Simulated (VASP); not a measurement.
# C (Fd-3m) in VASP: notebook, part 2 of 2

VASP 6.6.1.

### Step 5. Single point, LDA

This run uses another cell than the first one, of 5.51 Å³/atom.

File INCAR:

```
SYSTEM = C
PREC     = Accurate       ! precision mode
ENCUT    = 600            ! plane-wave cutoff, eV
EDIFF    = 1E-6           ! SCF threshold, eV
ISMEAR   = 1              ! smearing method
SIGMA    = 0.05           ! smearing width, eV
LREAL    = .False.        ! projectors in reciprocal space
LASPH    = .True.         ! aspherical terms in the spheres
NELM     = 120            ! most SCF steps
ALGO     = Normal         ! electronic algorithm
ISIF     = 2              ! what is computed and relaxed
LWAVE    = .False.        ! write WAVECAR
LCHARG   = .False.        ! write CHGCAR
NBANDS   = 11             ! bands
GGA_COMPAT= .False.
```

File KPOINTS:

```
Automatic mesh
0
Gamma
  10 10 10
  0 0 0
```

File POSCAR:

```
C
1.0
    0.0000000000      1.7659614936      1.7659614936
    1.7659614936      0.0000000000      1.7659614936
    1.7659614936      1.7659614936      0.0000000000
C
2
Direct
    1.0000000000      1.0000000000      1.0000000000
    0.2500000000      0.2500000000      0.2500000000
```

Potentials or basis: VASP PAW LDA potentials, release 64 (C).

Run with:

```sh
$ cat potpaw_LDA.64/C/POTCAR > POTCAR
$ mpirun -np 1 vasp_std > vasp.out
```

OUTCAR:

```text
SYSTEM = C
   PREC = Accurate
   ENCUT = 600
   EDIFF = 1E-6
   ISMEAR = 1
   LREAL = .False.
   LASPH = .True.
   NELM = 120
   ISIF = 2

 ion  position               nearest neighbor table
   1  0.000  0.000  0.000-   2 1.53   2 1.53   2 1.53   2 1.53
   2  0.250  0.250  0.250-   1 1.53   1 1.53   1 1.53   1 1.53

  LATTYP: Found a face centered cubic cell.
 ALAT       =     3.5319229872

  Lattice vectors:

 A1 = (   0.0000000000,   1.7659614936,   1.7659614936)
 A2 = (   1.7659614936,   0.0000000000,   1.7659614936)
 A3 = (   1.7659614936,   1.7659614936,   0.0000000000)

Analysis of symmetry for initial positions (statically):
=====================================================================
 Subroutine PRICEL returns:
 Original cell was already a primitive cell.

 Routine SETGRP: Setting up the symmetry group for a
 face centered cubic supercell.

 Subroutine GETGRP returns: Found 48 space group operations
 (whereof 24 operations were pure point group operations)
 out of a pool of 48 trial point group operations.

The static configuration has the point symmetry T_d .
 The point group associated with its full space group is O_h .

Analysis of symmetry for dynamics (positions and initial velocities):
=====================================================================
 Subroutine PRICEL returns:
 Original cell was already a primitive cell.

 Routine SETGRP: Setting up the symmetry group for a
 face centered cubic supercell.

 Subroutine GETGRP returns: Found 48 space group operations
 (whereof 24 operations were pure point group operations)
 out of a pool of 48 trial point group operations.

The dynamic configuration has the point symmetry T_d .
 The point group associated with its full space group is O_h .

 Subroutine INISYM returns: Found 48 space group operations
 (whereof 24 operations are pure point group operations),
 and found     1 'primitive' translations

----------------------------------------------------------------------------------------

                                     Primitive cell

  volume of cell :      11.0147

  direct lattice vectors                    reciprocal lattice vectors
     0.000000000  1.765961494  1.765961494    -0.283131881  0.283131881  0.283131881
     1.765961494  0.000000000  1.765961494     0.283131881 -0.283131881  0.283131881
     1.765961494  1.765961494  0.000000000     0.283131881  0.283131881 -0.283131881

  length of vectors
     2.497446695  2.497446695  2.497446695     0.490398804  0.490398804  0.490398804

  position of ions in fractional coordinates (direct lattice)
     0.000000000  0.000000000  0.000000000
     0.250000000  0.250000000  0.250000000

  ion indices of the primitive-cell ions
   primitive index   ion index
                 1           1
                 2           2

----------------------------------------------------------------------------------------

 KPOINTS: Automatic mesh

Automatic generation of k-mesh.
 Grid dimensions read from file:
 generate k-points for:   10   10   10

 Generating k-lattice:

  Cartesian coordinates                     Fractional coordinates (reciprocal lattice)
    -0.028313188  0.028313188  0.028313188     0.100000000  0.000000000  0.000000000
     0.028313188 -0.028313188  0.028313188     0.000000000  0.100000000  0.000000000
     0.028313188  0.028313188 -0.028313188     0.000000000  0.000000000  0.100000000

  Length of vectors
     0.049039880  0.049039880  0.049039880

  Shift w.r.t. Gamma in fractional coordinates (k-lattice)
     0.000000000  0.000000000  0.000000000

 Subroutine IBZKPT returns following result:
 ===========================================

 Found     47 irreducible k-points:

 Following reciprocal coordinates:
            Coordinates               Weight
  0.000000  0.000000  0.000000      1.000000
  0.100000  0.000000  0.000000      8.000000
  0.200000  0.000000  0.000000      8.000000
  0.300000  0.000000  0.000000      8.000000
  0.400000  0.000000  0.000000      8.000000
  0.500000  0.000000  0.000000      4.000000
[... 16 lines left out ...]
  0.300000  0.300000  0.000000      6.000000
  0.400000  0.300000  0.000000     24.000000
 [... further k-points ...]
   k-points           NKPTS =     47   k-points in BZ     NKDIM =     47   number of bands    NBANDS=     11
   number of dos      NEDOS =    301   number of ions     NIONS =      2
   total plane-waves  NPLWV =   8000
   dimension x,y,z NGX =    20 NGY =   20 NGZ =   20
   dimension x,y,z NGXF=    40 NGYF=   40 NGZF=   40
   ions per type =               2
   NGX,Y,Z   is equivalent  to a cutoff of  13.31, 13.31, 13.31 a.u.
   NGXF,Y,Z  is equivalent  to a cutoff of  26.63, 26.63, 26.63 a.u.
 SYSTEM =  C
   PREC   = accura    normal or accurate (medium, high low for compatibility)
   ISTART =      0    job   : 0-new  1-cont  2-samecut
   ICHARG =      2    charge: 1-file 2-atom 10-const
   ISPIN  =      1    spin polarized calculation?
   LNONCOLLINEAR =      F non collinear calculations
   LSORBIT =      F    spin-orbit coupling
   LASPH  =      T    aspherical Exc in radial PAW
   ENCUT  =  600.0 eV  44.10 Ry    6.64 a.u.   4.99  4.99  4.99*2*pi/ulx,y,z
   NELM   =    120;   NELMIN=  2; NELMDL= -5     # of ELM steps
   EDIFF  = 0.1E-05   stopping-criterion for ELM
   LREAL  =      F    real-space projection
[... 7 lines left out ...]
   TEBEG  =    0.0;   TEEND  =   0.0 temperature during run
   PSTRESS=    0.0 pullay stress
   NELECT =       8.0000    total number of electrons
   NUPDOWN=      -1.0000    fix difference up-down
   EMIN   =  10.00;   EMAX   =-10.00  energy-range for DOS
   EFERMI =   0.00;   METHOD = LEGACY
   ISMEAR =     1;   SIGMA  =   0.05  broadening in eV -4-tet -1-fermi 0-gaus
   EFERMI_NEDOS =   21; number of points for ismear=-14 and -15
   IALGO  =     38    algorithm
   IMIX   =      4    mixing-type and parameters
     AMIX     =   0.40;   BMIX     =  1.00
     AMIX_MAG =   1.60;   BMIX_MAG =  1.00
  volume/ion in A,a.u.               =       5.51        37.17
  Fermi-wavevector in a.u.,A,eV,Ry     =   1.471568  2.780860 29.463575  2.165512
  Thomas-Fermi vector in A             =   2.586688
   LORBIT       =      0    0 simple, 1 ext, 2 COOP (PROOUT), +10 PAW based schemes
   GGA     = CA    functional components
   LHFCALC =     F    Hartree Fock is set to
   AEXX    =    0.0000 exact exchange contribution
   IVDW    =     0    specifies the selected vdW correction
   LEPSILON=     F    determine dielectric tensor
   LRPA    =     F    only Hartree local field effects (RPA)
 non-spin polarized calculation
 Methfessel and Paxton  Order N= 1 SIGMA  =   0.05
  energy-cutoff  :      600.00
  volume of cell :       11.01
 maximum number of plane-waves:       377
   NGX =  9   NGY =  9   NGZ =  9

 number of electron       7.9999998 magnetization

 Free energy of the ion-electron system (eV)
  ---------------------------------------------------
  ext. energy  EPLUGINS =         0.00000000
  ---------------------------------------------------
  free energy    TOTEN  =       -20.25194929 eV

  energy without entropy =      -20.25195799  energy(sigma->0) =      -20.25195219

 E-fermi :  10.1994     XC(G=0): -13.6425

 val. band max:       10.1573092291   @ k =   0.0000   0.0000   0.0000
 cond. band min:      14.3608660011   @ k =   0.4000   0.4000   0.0000
 fundamental gap:      4.2035567720
 Fermi energy:        10.1994028162

 k-point     1 :       0.0000    0.0000    0.0000
  band No.  band energies     occupation
      1     -11.5566      2.00000
      2      10.1573      2.00000
      3      10.1573      2.00000
      4      10.1573      2.00000
      5      15.7831      0.00000
      6      15.7831      0.00000
      7      15.7831      0.00000
      8      24.3913      0.00000
      9      29.5522      0.00000
     10      37.1204      0.00000
     11      37.1204      0.00000
[... 309 lines left out ...]
 k-point    24 :       0.4000    0.3000    0.0000
  band No.  band energies     occupation
      1      -6.8732      2.00000
      2       2.1310      2.00000
      3       4.0198      2.00000
      4       4.6527      2.00000
      5      14.9967      0.00000
      6      18.2050      0.00000
      7      24.4462      0.00000
      8      24.5533      0.00000
      9      32.3063      0.00000
     10      33.1423      0.00000
     11      41.2968      0.00000

 [... further k-points ...]

------------------------ aborting loop because EDIFF is reached ----------------------------------------

  FORCE on cell =-STRESS in cart. coord.  units (eV):
  Direction    XX          YY          ZZ          XY          YZ          ZX
  --------------------------------------------------------------------------------------
  -------------------------------------------------------------------------------------
  Total        0.0524302      0.0524302      0.0524302     -0.0000000     -0.0000000      0.0000000
  in kB        7.6263749      7.6263749      7.6263749     -0.0000000     -0.0000000      0.0000000
  external PRESSURE =       7.6263749 kB  Pullay stress =       0.0000000 kB

 VOLUME and BASIS-vectors are now :
 -----------------------------------------------------------------------------
  energy-cutoff  :      600.00
  volume of cell :       11.01
      direct lattice vectors                 reciprocal lattice vectors
     0.000000000  1.765961494  1.765961494    -0.283131881  0.283131881  0.283131881
     1.765961494  0.000000000  1.765961494     0.283131881 -0.283131881  0.283131881
     1.765961494  1.765961494  0.000000000     0.283131881  0.283131881 -0.283131881

 POSITION                                       TOTAL-FORCE (eV/Angst)
 -----------------------------------------------------------------------------------
      0.00000      0.00000      0.00000         0.000000      0.000000      0.000000
      0.88298      0.88298      0.88298        -0.000000     -0.000000     -0.000000
 -----------------------------------------------------------------------------------
    total drift:                                0.000000      0.000000      0.000000

  FREE ENERGIE OF THE ION-ELECTRON SYSTEM (eV)
  ---------------------------------------------------
  free  energy   TOTEN  =       -20.2519492950 eV

  energy  without entropy=      -20.2519579918  energy(sigma->0) =      -20.25195219
```

Wall time 4.8 s (1 thread of Intel Xeon Platinum 8259CL at 2.50GHz (Skylake/Cascade Lake), shared host); peak memory 0.11 GiB.

What came out:

```
Free energy            : -20.2519 eV
Pressure               : 0.8 GPa
Band gap on the k mesh : 4.20 eV (least direct gap 5.63 eV)
```

A k mesh can miss the band edges.

### Step 6. Relaxation of cell and atoms, LDA

This run uses another cell than the first one, of 8.74 Å³/atom.

File INCAR:

```
SYSTEM = C
PREC = Accurate ; ENCUT = 600
EDIFF = 1E-7 ; ISMEAR = 1
SIGMA = 0.05 ; LREAL = .FALSE.
LASPH = .TRUE. ; NELM = 120
ALGO = Normal ; ISIF = 3
LWAVE = .FALSE. ; LCHARG = .FALSE.
IBRION = 2 ; NSW = 80
EDIFFG = -0.03 ; GGA_COMPAT = .FALSE.
NELMIN = 4
```

File KPOINTS:

```
Automatic mesh
0
G
  10 10 10
  0 0 0
```

File POSCAR:

```
C
1.0
    0.0000000000      2.0600000000      2.0600000000
    2.0600000000      0.0000000000      2.0600000000
    2.0600000000      2.0600000000      0.0000000000
C
2
Direct
    1.0000000000      1.0000000000      1.0000000000
    0.2500000000      0.2500000000      0.2500000000
```

Potentials or basis: VASP PAW LDA potentials, release 64 (C).

Run with:

```sh
$ cat potpaw_LDA.64/C/POTCAR > POTCAR
$ mpirun -np 1 vasp_std > vasp.out
```

Run time: 16 s. Hardware: 1 thread of Intel Xeon Platinum 8259CL at 2.50GHz (Skylake/Cascade Lake), shared host; peak memory 0.12 GiB.

Results (log left out):

| Item | Value |
| --- | --- |
| Free energy | -20.2717 eV |
| Relaxed volume | 5.52 Å³/atom |
| Relaxed cell | a = 2.499 Å, b = 2.499 Å, c = 2.499 Å, α = 60.00°, β = 60.00°, γ = 60.00° |
| Space group after relaxing (to 0.1 Å) | Fd-3m (No. 227) |
| Energy gained by relaxing | 1302.5 meV/atom |
| Ionic steps | 7 |
| Pressure after relaxing | 0.0 GPa |
| Band gap on the k mesh | 4.20 eV (least direct gap 5.62 eV) |

The path:
| step | energy change (eV) | largest force (eV/Å) | pressure (GPa) | volume (Å³) |
| --- | --- | --- | --- | --- |
| 1 | 0.0000 | 0.0000 | -88.44 | 17.48 |
| 2 | -0.4488 | 0.0000 | 283.49 | 7.90 |
| 3 | -2.5960 | 0.0000 | -10.60 | 11.30 |
| 4 | -2.6042 | 0.0000 | -2.97 | 11.11 |
| 5 | -2.6047 | 0.0000 | 1.61 | 11.00 |
| 6 | -2.6047 | 0.0000 | -1.84 | 11.08 |
| 7 | -2.6049 | 0.0000 | -0.01 | 11.04 |

Final structure:
```cif
data_structure
_symmetry_space_group_name_H-M 'P 1'
_symmetry_Int_Tables_number 1
_cell_length_a 2.4990
_cell_length_b 2.4990
_cell_length_c 2.4990
_cell_angle_alpha 60.000
_cell_angle_beta 60.000
_cell_angle_gamma 60.000
_cell_volume 11.04
loop_
_atom_site_label
_atom_site_type_symbol
_atom_site_fract_x
_atom_site_fract_y
_atom_site_fract_z
_atom_site_occupancy
C1 C 0.00000 0.00000 0.00000 1
C2 C 0.25000 0.25000 0.25000 1
```

Levels at points of the mesh, in eV from the valence-band top:
| k point | band 1 | band 2 | band 3 | band 4 | band 5 | band 6 | band 7 | band 8 |
| --- | --- | --- | --- | --- | --- | --- | --- | --- |
| (0.00, 0.00, 0.00) | -21.69 | 0.00 | 0.00 | 0.00 | 5.62 | 5.62 | 5.62 | 14.19 |
| (0.50, 0.00, 0.00) | -15.69 | -13.67 | -2.86 | -2.86 | 8.50 | 8.50 | 9.39 | 15.66 |
| (0.50, 0.50, 0.00) | -12.80 | -12.80 | -6.46 | -6.46 | 4.77 | 4.77 | 17.04 | 17.04 |

Caveat: the volume moved by over 15 % at a fixed basis, so the end points are rough. A k mesh can miss the band edges.

### Step 7. Overview

| task | cell | gap on the mesh (eV) | pressure (GPa) |
| --- | --- | --- | --- |
| single point | a = 2.480 Å, angles 60.0°, 2 atoms | 4.25 | 10.8 |
| single point | a = 2.465 Å, angles 60.0°, 2 atoms | 4.30 | 20.9 |
| single point | a = 2.450 Å, angles 60.0°, 2 atoms | 4.34 | 31.0 |
| single point | a = 2.497 Å, angles 60.0°, 2 atoms | 4.20 | 0.8 |
| relaxation of cell and atoms | relaxed from a = 2.913 Å, angles 60.0°, 2 atoms | 4.20 | 0.0 |

Alike in all rows: level LDA; potentials or basis VASP PAW LDA potentials, release 64 (C); no spin polarisation; k mesh 10 × 10 × 10; cutoff (eV) 600; smearing methfessel-paxton 0.05 eV.

Caveats: the cell stands under pressure (at least some runs); the volume moved by over 15 % at a fixed basis, so the end points are rough (at least some runs).

Total energies depend on the potentials used, so only differences within one code and one set of settings carry meaning.
